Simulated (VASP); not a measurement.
Input of a VASP 6.6.1 run:

Contents of POSCAR:

```
AgI
1.0
    0.0000000000      3.2886554208      3.2886554208
    3.2886554208      0.0000000000      3.2886554208
    3.2886554208      3.2886554208      0.0000000000
Ag I
1 1
Direct
    0.0000000000      0.0000000000      0.0000000000
    0.7500000000      0.7500000000      0.7500000000
```

Contents of INCAR.step1:

```
PREC     = Accurate       # precision mode
ENCUT    = 550            # plane-wave cutoff, eV
ISMEAR   = 0              # smearing method
SIGMA    = 0.01           # smearing width, eV
LREAL    = F              # projectors in reciprocal space
LASPH    = T              # aspherical terms in the spheres
NELM     = 120            # most SCF steps
GGA      = PE             # functional
ALGO     = Normal         # electronic algorithm
EDIFF    = 1E-5           # SCF threshold, eV
LWAVE    = T              # write WAVECAR
LCHARG   = F              # write CHGCAR
GGA_COMPAT= F            
IBRION   = 2              # ionic algorithm
ISIF     = 3              # what is computed and relaxed
EDIFFG   = -0.005         # ionic threshold
NELMIN   = 4            
NSW      = 100            # ionic steps
```

INCAR.step2

```
PREC     = Accurate       # precision mode
ENCUT    = 550            # plane-wave cutoff, eV
EDIFF    = 1E-7           # SCF threshold, eV
ISMEAR   = 0              # smearing method
SIGMA    = 0.01           # smearing width, eV
LREAL    = F              # projectors in reciprocal space
LASPH    = T              # aspherical terms in the spheres
NELM     = 120            # most SCF steps
ALGO     = Normal         # electronic algorithm
ISIF     = 3              # what is computed and relaxed
LWAVE    = F              # write WAVECAR
LCHARG   = F              # write CHGCAR
METAGGA  = R2SCAN         # meta-GGA
LMIXTAU  = T            
IBRION   = 2              # ionic algorithm
NSW      = 100            # ionic steps
EDIFFG   = -0.002         # ionic threshold
PSTRESS  = 10.0         
ISTART   = 1            
GGA_COMPAT= F            
NELMIN   = 4
```

KPOINTS

```
regular mesh
0
Gamma
  8 8 8
```

Potentials or basis: VASP PAW PBE potentials, release 64 (Ag, I).

Launch:

```console
$ cat potpaw_PBE.64/Ag/POTCAR potpaw_PBE.64/I/POTCAR > POTCAR
$ cp INCAR.step1 INCAR
$ mpirun -np 1 vasp_std > vasp.out
$ cp INCAR.step2 INCAR
$ mpirun -np 1 vasp_std > vasp.out
```

Problem. Estimate the band gap on the k mesh.

Solution. 1.79 eV.

Problem. Estimate the space group after relaxing (to 0.1 Å).

Solution. F-43m (No. 216).

Problem. What does it give for the relaxed cell?

Solution. a = 4.596 Å, b = 4.596 Å, c = 4.596 Å, α = 60.00°, β = 60.00°, γ = 60.00°.

Problem. What does it give for the relaxed volume?

Solution. 34.33 Å³/atom.

The path:
```tsv
step	energy change (eV)	largest force (eV/Å)	pressure (GPa)	volume (Å³)
1	0.0000	0.0000	-0.12	71.14
2	0.0068	0.0000	1.03	68.61
3	0.0064	0.0000	1.00	68.66
```

Caveat: the cell is relaxed towards a set pressure, so the run minimises the enthalpy, not the energy; the PAW data sets were made with another functional, which shifts forces and pressure a little; spin-orbit coupling is left out, which moves the levels of the heavy elements.
